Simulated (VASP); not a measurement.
A run of VASP 6.6.1 is set up as follows.

File INCAR:

```
PREC = Accurate
ENCUT = 560
EDIFF = 1E-6
ISMEAR = 0
SIGMA = 0.15
LREAL = F
LASPH = T
NELM = 120
ALGO = Normal
ISIF = 2
LWAVE = F
LCHARG = F
NBANDS = 14
GGA_COMPAT = F
```

The input KPOINTS:

```
regular mesh
0
Gamma
  22 22 22
```

File POSCAR:

```
Ir
1.0
    0.0000000000      2.2236052750      1.3990924390
    2.2236052750      0.0000000000      1.3990924390
    2.2236052750      2.2236052750      0.0000000000
Ir
1
Direct
    0.0000000000      0.0000000000      0.0000000000
```

Potentials or basis: VASP PAW LDA potentials, release 64 (Ir_sv_GW).

Launch:

```bash
$ cat potpaw_LDA.64/Ir_sv_GW/POTCAR > POTCAR
$ mpirun -np 1 vasp_std > vasp.out
```

**Question.** Estimate the band gap on the k mesh.

**Answer.** Zero (an odd number of electrons rules out a gap without spin polarisation).

**Question.** Estimate the pressure.

**Answer.** 10.6 GPa.

Stress tensor (GPa, compression positive):
```
 23.08   0.00   0.00
  0.00  23.08   0.00
  0.00   0.00 -14.31
```

Caveat: the stress differs along the axes, from -14 to 23 GPa; spin-orbit coupling is left out, which moves the levels of the heavy elements.
